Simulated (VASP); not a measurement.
The system is BaCd3Se4.

```
CELL_PARAMETERS angstrom
4.72144 0.00000 0.00000
0.00000 4.72144 0.00000
0.00000 0.00000 13.28198
ATOMIC_POSITIONS crystal
Ba 0.00000 0.00000 0.00000
Cd 0.50000 0.50000 0.74759
Cd 0.00000 0.00000 0.50000
Cd 0.50000 0.50000 0.25241
Se 0.00000 0.50000 0.62406
Se 0.50000 0.00000 0.37594
Se 0.00000 0.50000 0.12904
Se 0.50000 0.00000 0.87096
```

```yaml
Program: VASP 6.6.1
Task: relaxation of cell and atoms
Functional: PBE
Potentials_or_basis: VASP PAW PBE potentials, release 64 (Ba_sv, Cd, Se)
Cutoff: 600 eV
k_mesh: 3 × 3 × 1
Occupations: gaussian, width 0.15 eV
Spin: no spin polarisation
```

At the start: pressure -1.2 GPa; volume 37.01 Å³/atom.

**Question.** Where does the relaxation end?

**Answer.** Over 11 steps the energy falls by 137.4 meV/atom and the volume is 33.88 Å³/atom (-8.4 %); space group P-4m2 (No. 115, to 0.05 Å).

Step by step:
| step | energy change (eV) | largest force (eV/Å) | pressure (GPa) | volume (Å³) |
| --- | --- | --- | --- | --- |
| 1 | 0.0000 | 1.9935 | -1.20 | 296.08 |
| 2 | -0.4036 | 1.5439 | -0.43 | 284.37 |
| 3 | -0.6623 | 0.9610 | 2.73 | 258.33 |
| 4 | -0.7007 | 0.7631 | 1.62 | 265.50 |
| 5 | -0.8844 | 0.7068 | -0.23 | 276.73 |
| 6 | -0.8930 | 0.6922 | -0.64 | 279.82 |
| 7 | -0.9844 | 0.4546 | -0.34 | 276.57 |
| 8 | -1.0539 | 0.4962 | 0.48 | 269.86 |
| 9 | -1.0894 | 0.2278 | -0.28 | 275.07 |
| 10 | -1.0894 | 0.2151 | -0.32 | 275.32 |
| 11 | -1.0992 | 0.0550 | 0.26 | 271.07 |

Final structure:
```cif
data_structure
_symmetry_space_group_name_H-M 'P 1'
_symmetry_Int_Tables_number 1
_cell_length_a 4.6026
_cell_length_b 4.6026
_cell_length_c 12.7961
_cell_angle_alpha 90.000
_cell_angle_beta 90.000
_cell_angle_gamma 90.000
_cell_volume 271.07
loop_
_atom_site_label
_atom_site_type_symbol
_atom_site_fract_x
_atom_site_fract_y
_atom_site_fract_z
_atom_site_occupancy
Ba1 Ba 0.00000 0.00000 0.00000 1
Cd1 Cd 0.50000 0.50000 0.72084 1
Cd2 Cd 0.00000 0.00000 0.50000 1
Cd3 Cd 0.50000 0.50000 0.27916 1
Se1 Se 0.00000 0.50000 0.61023 1
Se2 Se 0.50000 0.00000 0.38977 1
Se3 Se 0.00000 0.50000 0.16536 1
Se4 Se 0.50000 0.00000 0.83464 1
```

Caveat: the k points lie up to 0.49 Å⁻¹ apart in the final cell; the relaxation stopped at a loose force limit of 0.08 eV/Å, so its end isn't a converged minimum.
